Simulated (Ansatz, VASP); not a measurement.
## Two plane-wave programs on FeMo

```
Fe Mo
1.0
     0.00000    2.42213    2.42213
     2.42213    0.00000    2.42213
     2.42213    2.42213    0.00000
Fe Mo
1 1
Direct
  0.00000 0.00000 0.00000
  0.50000 0.50000 0.50000
```

Alike in both runs: functional PBE; k mesh 20 × 20 × 20; occupations gaussian, width 0.1 eV; no spin polarisation.

Ansatz relaxed the structure, and its values are those at the end. VASP's run is a single point on that final structure, the one shown.

```csv
,VASP,Ansatz
version,VASP 6.6.1,Ansatz 0.2.0
potentials or method,"VASP PAW PBE potentials, release 64 (Fe, Mo_sv), cutoff 520 eV","scalar-relativistic, plane waves, PAW"
valence electrons in the cell,22,30
```

|  | VASP | Ansatz | Ansatz less VASP |
| --- | --- | --- | --- |
| gap on the k mesh at the Fermi level (eV) | none | none | - |
| pressure (GPa) | 0.0 | 0.0 | -0.03 |

A gap of «none» marks a metal or a gap that the smearing closes. The functional is the same, so the differences come from potentials, cutoffs and numerics. VASP's potentials hold 22 valence electrons a cell and Ansatz's 30, so a difference there can come from the potentials and not from the codes.
